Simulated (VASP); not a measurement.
A run of VASP 6.6.1 is set up as follows.

Contents of INCAR:

```
ALGO = Normal
EDIFF = 1E-6
ENCUT = 520
GGA = PS
ISIF = 2
ISMEAR = 1
LASPH = T
LCHARG = F
LREAL = F
LWAVE = F
NBANDS = 13
NELM = 100
PREC = Accurate
SIGMA = 0.1
```

File KPOINTS:

```
k-points
0
Gamma
  14 14 13
```

Contents of POSCAR:

```
Mo
1.0
    2.7355100000      0.0000000000      0.0000000000
   -1.3677550000      2.3690210000      0.0000000000
    0.0000000000      0.0000000000      2.5551810000
Mo
1
Direct
    0.0000000000      0.0000000000      0.5000000000
```

Potentials or basis: VASP PAW PBE potentials, release 64 (Mo_sv).

Launch:

```bash
$ cat potpaw_PBE.64/Mo_sv/POTCAR > POTCAR
$ mpirun -np 1 vasp_std > vasp.out
```

Question: What does it give for the band gap on the k mesh?

Answer: Zero (band 7 reaches 12.41 eV, above the bottom of band 8 at 10.52 eV).

Question: Predict the pressure.

Answer: -2.9 GPa.

Stress tensor (GPa, compression positive):
```
-1.30  0.00  0.00
 0.00 -1.30  0.00
 0.00  0.00 -6.13
```

Caveat: the PAW data sets were made with another functional, which shifts forces and pressure a little.
